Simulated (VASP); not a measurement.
# Re (Pm-3m) in VASP: further runs

The runs below take Re through single point, with revPBE.

All numbers are computed with VASP 6.6.1; they aren't measurements. Logs are shortened: lines on timing, memory, paths and dates and some standing lists are left out, and cuts for length are marked.

## Step 1: The cell of the first run

Symmetry: Pm-3m, No. 221, cubic system. The conventional cell has a = 2.622 Å, b = 2.622 Å, c = 2.622 Å, α = 90.00°, β = 90.00°, γ = 90.00°. Re (site symmetry m-3m) has 6 Re at 2.62 Å within 3.5 Å.

## Step 2: Single point, revPBE (volume scaled by 1.04)

Contents of INCAR:

```
  PREC = Accurate
  ENCUT = 520
  EDIFF = 1E-6
  ISMEAR = -1
  SIGMA = 0.1
  LREAL = F
  LASPH = T
  NELM = 80
  ALGO = Normal
  ISIF = 2
  LWAVE = F
  LCHARG = F
  GGA = RE
  NBANDS = 10
```

Contents of KPOINTS:

```
Automatic mesh
0
Gamma
  14 14 14
```

Contents of POSCAR:

```
Re
1.0
    2.6222169885      0.0000000000      0.0000000000
    0.0000000000      2.6222169885      0.0000000000
    0.0000000000      0.0000000000      2.6222169885
Re
1
Direct
    0.0000000000      0.0000000000      0.0000000000
```

Potentials or basis: VASP PAW PBE potentials, release 64 (Re).

Started as:

```console
cat potpaw_PBE.64/Re/POTCAR > POTCAR
mpirun -np 1 vasp_std > vasp.out
```

OUTCAR:

```text
PREC = Accurate
   ENCUT = 520
   EDIFF = 1E-6
   ISMEAR = -1
   LREAL = F
   LASPH = T
   NELM = 80
   ISIF = 2
   GGA = RE

 ion  position               nearest neighbor table
   1  0.000  0.000  0.000-

  LATTYP: Found a simple cubic cell.
 ALAT       =     2.6222169885

  Lattice vectors:

 A1 = (   2.6222169885,   0.0000000000,   0.0000000000)
 A2 = (   0.0000000000,   2.6222169885,   0.0000000000)
 A3 = (   0.0000000000,   0.0000000000,   2.6222169885)

Analysis of symmetry for initial positions (statically):
=====================================================================
 Subroutine PRICEL returns:
 Original cell was already a primitive cell.

 Routine SETGRP: Setting up the symmetry group for a
 simple cubic supercell.

 Subroutine GETGRP returns: Found 48 space group operations
 (whereof 48 operations were pure point group operations)
 out of a pool of 48 trial point group operations.

The static configuration has the point symmetry O_h .

Analysis of symmetry for dynamics (positions and initial velocities):
=====================================================================
 Subroutine PRICEL returns:
 Original cell was already a primitive cell.

 Routine SETGRP: Setting up the symmetry group for a
 simple cubic supercell.

 Subroutine GETGRP returns: Found 48 space group operations
 (whereof 48 operations were pure point group operations)
 out of a pool of 48 trial point group operations.

The dynamic configuration has the point symmetry O_h .

 Subroutine INISYM returns: Found 48 space group operations
 (whereof 48 operations are pure point group operations),
 and found     1 'primitive' translations

----------------------------------------------------------------------------------------

                                     Primitive cell

  volume of cell :      18.0304

  direct lattice vectors                    reciprocal lattice vectors
     2.622216988  0.000000000  0.000000000     0.381356693  0.000000000  0.000000000
     0.000000000  2.622216988  0.000000000     0.000000000  0.381356693  0.000000000
     0.000000000  0.000000000  2.622216988     0.000000000  0.000000000  0.381356693

  length of vectors
     2.622216988  2.622216988  2.622216988     0.381356693  0.381356693  0.381356693

  position of ions in fractional coordinates (direct lattice)
     0.000000000  0.000000000  0.000000000

  ion indices of the primitive-cell ions
   primitive index   ion index
                 1           1

----------------------------------------------------------------------------------------

 KPOINTS: Automatic mesh

Automatic generation of k-mesh.
 Grid dimensions read from file:
 generate k-points for:   14   14   14

 Generating k-lattice:

  Cartesian coordinates                     Fractional coordinates (reciprocal lattice)
     0.027239764  0.000000000  0.000000000     0.071428571  0.000000000  0.000000000
     0.000000000  0.027239764  0.000000000     0.000000000  0.071428571  0.000000000
     0.000000000  0.000000000  0.027239764     0.000000000  0.000000000  0.071428571

  Length of vectors
     0.027239764  0.027239764  0.027239764

  Shift w.r.t. Gamma in fractional coordinates (k-lattice)
     0.000000000  0.000000000  0.000000000

 Subroutine IBZKPT returns following result:
 ===========================================

 Found    120 irreducible k-points:

 Following reciprocal coordinates:
            Coordinates               Weight
  0.000000  0.000000  0.000000      1.000000
  0.071429  0.000000  0.000000      6.000000
  0.142857  0.000000  0.000000      6.000000
  0.214286  0.000000  0.000000      6.000000
  0.285714  0.000000  0.000000      6.000000
  0.357143  0.000000  0.000000      6.000000
[... 16 lines left out ...]
  0.285714  0.214286  0.000000     24.000000
  0.357143  0.214286  0.000000     24.000000
 [... further k-points ...]
   k-points           NKPTS =    120   k-points in BZ     NKDIM =    120   number of bands    NBANDS=     10
   number of dos      NEDOS =    301   number of ions     NIONS =      1
   total plane-waves  NPLWV =   8000
   dimension x,y,z NGX =    20 NGY =   20 NGZ =   20
   dimension x,y,z NGXF=    40 NGYF=   40 NGZF=   40
   ions per type =               1
   NGX,Y,Z   is equivalent  to a cutoff of  12.68, 12.68, 12.68 a.u.
   NGXF,Y,Z  is equivalent  to a cutoff of  25.36, 25.36, 25.36 a.u.
 SYSTEM =  unknown system
   PREC   = accura    normal or accurate (medium, high low for compatibility)
   ISTART =      0    job   : 0-new  1-cont  2-samecut
   ICHARG =      2    charge: 1-file 2-atom 10-const
   ISPIN  =      1    spin polarized calculation?
   LNONCOLLINEAR =      F non collinear calculations
   LSORBIT =      F    spin-orbit coupling
   LASPH  =      T    aspherical Exc in radial PAW
   ENCUT  =  520.0 eV  38.22 Ry    6.18 a.u.   4.88  4.88  4.88*2*pi/ulx,y,z
   NELM   =     80;   NELMIN=  2; NELMDL= -5     # of ELM steps
   EDIFF  = 0.1E-05   stopping-criterion for ELM
   LREAL  =      F    real-space projection
   EDIFFG = 0.1E-04   stopping-criterion for IOM
   NSW    =      0    number of steps for IOM
   IBRION =     -1    ionic relax: 0-MD 1-quasi-New 2-CG
   NFREE  =      0    steps in history (QN), initial steepest desc. (CG)
   ISIF   =      2    stress and relaxation
   ISYM   =      2    0-nonsym 1-usesym 2-fastsym
   POTIM  = 0.5000    time-step for ionic-motion
   TEBEG  =    0.0;   TEEND  =   0.0 temperature during run
   PSTRESS=    0.0 pullay stress
   NELECT =       7.0000    total number of electrons
   NUPDOWN=      -1.0000    fix difference up-down
   EMIN   =  10.00;   EMAX   =-10.00  energy-range for DOS
   EFERMI =   0.00;   METHOD = LEGACY
   ISMEAR =    -1;   SIGMA  =   0.10  broadening in eV -4-tet -1-fermi 0-gaus
   EFERMI_NEDOS =   21; number of points for ismear=-14 and -15
   IALGO  =     38    algorithm
   IMIX   =      4    mixing-type and parameters
     AMIX     =   0.40;   BMIX     =  1.00
     AMIX_MAG =   1.60;   BMIX_MAG =  1.00
  volume/ion in A,a.u.               =      18.03       121.68
  Fermi-wavevector in a.u.,A,eV,Ry     =   1.194278  2.256859 19.405999  1.426301
  Thomas-Fermi vector in A             =   2.330272
   LORBIT       =      0    0 simple, 1 ext, 2 COOP (PROOUT), +10 PAW based schemes
   GGA     = RE    functional components
   LHFCALC =     F    Hartree Fock is set to
   AEXX    =    0.0000 exact exchange contribution
   IVDW    =     0    specifies the selected vdW correction
   LEPSILON=     F    determine dielectric tensor
   LRPA    =     F    only Hartree local field effects (RPA)
 non-spin polarized calculation
  energy-cutoff  :      520.00
  volume of cell :       18.03
 maximum number of plane-waves:       500
 NGX is ok and might be reduce to    20
   NGX =  9   NGY =  9   NGZ =  9

 number of electron       7.0000001 magnetization

 Free energy of the ion-electron system (eV)
  ---------------------------------------------------
  ext. energy  EPLUGINS =         0.00000000
  ---------------------------------------------------
  free energy    TOTEN  =       -10.58544248 eV

  energy without entropy =      -10.54273235  energy(sigma->0) =      -10.56408741

 E-fermi :   6.1776     XC(G=0): -12.4488

 val. band max:        6.1645813714   @ k =   0.4286   0.0000   0.0000
 cond. band min:       6.1857355508   @ k =   0.3571   0.2857   0.2857
 fundamental gap:      0.0211541794
 Fermi energy:         6.1775716795

 k-point     1 :       0.0000    0.0000    0.0000
  band No.  band energies     occupation
      1      -2.7045      2.00000
      2       1.1323      2.00000
      3       1.1323      2.00000
      4       9.3273      0.00000
      5       9.3273      0.00000
      6       9.3273      0.00000
      7      21.0127      0.00000
      8      21.0127      0.00000
      9      21.0127      0.00000
     10      26.7358      0.00000

 k-point     2 :       0.0714    0.0000    0.0000
  band No.  band energies     occupation
      1      -2.5453      2.00000
      2       1.1706      2.00000
      3       1.2949      2.00000
      4       9.1035      0.00000
      5       9.1035      0.00000
      6       9.3435      0.00000
      7      20.0788      0.00000
      8      21.3414      0.00000
      9      21.3414      0.00000
     10      27.4039      0.00000

 k-point     3 :       0.1429    0.0000    0.0000
  band No.  band energies     occupation
      1      -2.1044      2.00000
      2       1.2798      2.00000
      3       1.7812      2.00000
      4       8.5294      0.00000
      5       8.5294      0.00000
      6       9.3895      0.00000
      7      18.2759      0.00000
      8      22.2190      0.00000
      9      22.2190      0.00000
     10      26.5475      0.00000

 k-point     4 :       0.2143    0.0000    0.0000
  band No.  band energies     occupation
      1      -1.4765      2.00000
      2       1.4429      2.00000
      3       2.5639      2.00000
      4       7.8031      0.00000
      5       7.8031      0.00000
      6       9.4567      0.00000
      7      16.4818      0.00000
      8      23.4185      0.00000
      9      23.4185      0.00000
     10      24.7304      0.00000

 k-point     5 :       0.2857    0.0000    0.0000
  band No.  band energies     occupation
      1      -0.7768      2.00000
      2       1.6319      2.00000
      3       3.5288      2.00000
      4       7.0981      0.00020
      5       7.0981      0.00020
      6       9.5324      0.00000
      7      15.0277      0.00000
      8      23.2060      0.00000
      9      24.7288      0.00000
     10      24.7288      0.00000

 k-point     6 :       0.3571    0.0000    0.0000
  band No.  band energies     occupation
      1      -0.1169      2.00000
      2       1.8100      2.00000
      3       4.4320      2.00000
      4       6.5293      0.05765
      5       6.5293      0.05765
      6       9.6015      0.00000
      7      14.1193      0.00000
      8      22.0557      0.00000
      9      25.9786      0.00000
     10      25.9811      0.00000

 k-point     7 :       0.4286    0.0000    0.0000
  band No.  band energies     occupation
      1       0.3786      2.00000
      2       1.9380      2.00000
      3       5.0028      1.99998
      4       6.1646      1.06490
      5       6.1646      1.06486
      6       9.6500      0.00000
      7      13.8061      0.00000
      8      21.3384      0.00000
      9      25.8957      0.00000
     10      26.9657      0.00000

 k-point     8 :       0.5000    0.0000    0.0000
  band No.  band energies     occupation
      1       0.5682      2.00000
      2       1.9847      2.00000
      3       5.1757      1.99991
      4       6.0394      1.59863
      5       6.0394      1.59860
      6       9.6674      0.00000
      7      13.7920      0.00000
      8      21.0944      0.00000
      9      25.3114      0.00000
     10      27.3688      0.00000

 k-point     9 :       0.0714    0.0714    0.0000
  band No.  band energies     occupation
      1      -2.3853      2.00000
      2       1.2715      2.00000
      3       1.3941      2.00000
      4       8.8699      0.00000
      5       9.0733      0.00000
      6       9.1703      0.00000
      7      20.1820      0.00000
      8      20.6200      0.00000
      9      21.6712      0.00000
     10      27.8491      0.00000
[... 118 lines left out ...]
 k-point    19 :       0.3571    0.1429    0.0000
  band No.  band energies     occupation
      1       0.4530      2.00000
      2       2.3578      2.00000
      3       3.8535      2.00000
      4       6.6361      0.02020
      5       6.6931      0.01147
      6       8.8988      0.00000
      7      14.6990      0.00000
      8      22.0153      0.00000
      9      23.3722      0.00000
     10      27.3975      0.00000

 k-point    20 :       0.4286    0.1429    0.0000
  band No.  band energies     occupation
      1       0.9653      2.00000
      2       2.5617      2.00000
      3       3.5583      2.00000
      4       6.2776      0.53794
      5       7.3833      0.00001
      6       8.9580      0.00000
      7      13.9964      0.00000
      8      22.0592      0.00000
      9      23.6376      0.00000
     10      26.3213      0.00000

 k-point    21 :       0.5000    0.1429    0.0000
  band No.  band energies     occupation
      1       1.1738      2.00000
      2       2.6884      2.00000
      3       3.3335      2.00000
      4       6.1542      1.11635
      5       7.7048      0.00000
      6       8.9794      0.00000
      7      13.7818      0.00000
      8      21.9212      0.00000
      9      24.5811      0.00000
     10      24.7813      0.00000

 k-point    22 :       0.2143    0.2143    0.0000
  band No.  band energies     occupation
      1      -0.2932      2.00000
      2       2.2906      2.00000
      3       3.3941      2.00000
      4       6.2263      0.76104
      5       7.8284      0.00000
      6       8.1830      0.00000
      7      18.1729      0.00000
      8      18.6226      0.00000
      9      25.1349      0.00000
     10      25.9647      0.00000

 k-point    23 :       0.2857    0.2143    0.0000
  band No.  band energies     occupation
      1       0.3183      2.00000
      2       2.4955      2.00000
      3       4.0443      2.00000
      4       6.0058      1.69574
      5       7.2876      0.00003
      6       8.1546      0.00000
      7      16.5996      0.00000
      8      19.4635      0.00000
      9      24.4789      0.00000
     10      27.3388      0.00000

 k-point    24 :       0.3571    0.2143    0.0000
  band No.  band energies     occupation
      1       0.8862      2.00000
      2       2.5460      2.00000
      3       4.0588      2.00000
      4       6.7519      0.00639
      5       6.8687      0.00199
      6       8.2387      0.00000
      7      15.1757      0.00000
      8      20.4840      0.00000
      9      23.7005      0.00000
     10      28.0421      0.00000

 [... further k-points ...]
[... 5 lines left out ...]
  --------------------------------------------------------------------------------------
  -------------------------------------------------------------------------------------
  Total       -1.1940539     -1.1940539     -1.1940539     -0.0000000     -0.0000000     -0.0000000
  in kB     -106.1032376   -106.1032376   -106.1032376     -0.0000000     -0.0000000     -0.0000000
  external PRESSURE =    -106.1032376 kB  Pullay stress =       0.0000000 kB

 VOLUME and BASIS-vectors are now :
 -----------------------------------------------------------------------------
  energy-cutoff  :      520.00
  volume of cell :       18.03
      direct lattice vectors                 reciprocal lattice vectors
     2.622216988  0.000000000  0.000000000     0.381356693  0.000000000  0.000000000
     0.000000000  2.622216988  0.000000000     0.000000000  0.381356693  0.000000000
     0.000000000  0.000000000  2.622216988     0.000000000  0.000000000  0.381356693

 POSITION                                       TOTAL-FORCE (eV/Angst)
 -----------------------------------------------------------------------------------
      0.00000      0.00000      0.00000         0.000000      0.000000      0.000000
 -----------------------------------------------------------------------------------
    total drift:                               -0.000000      0.000000      0.000000

  FREE ENERGIE OF THE ION-ELECTRON SYSTEM (eV)
  ---------------------------------------------------
  free  energy   TOTEN  =       -10.5854424788 eV

  energy  without entropy=      -10.5427323456  energy(sigma->0) =      -10.56408741
```

Wall time 7 s (1 thread of Intel Xeon 6975P-C (Granite Rapids), shared host); peak memory 0.14 GiB.

What came out:

| Item | Value |
| --- | --- |
| Free energy | -10.5854 eV |
| Pressure | -10.6 GPa |

Caveat: the PAW data sets were made with another functional, which shifts forces and pressure a little; spin-orbit coupling is left out, which moves the levels of the heavy elements.

[end of part 1 of 2]
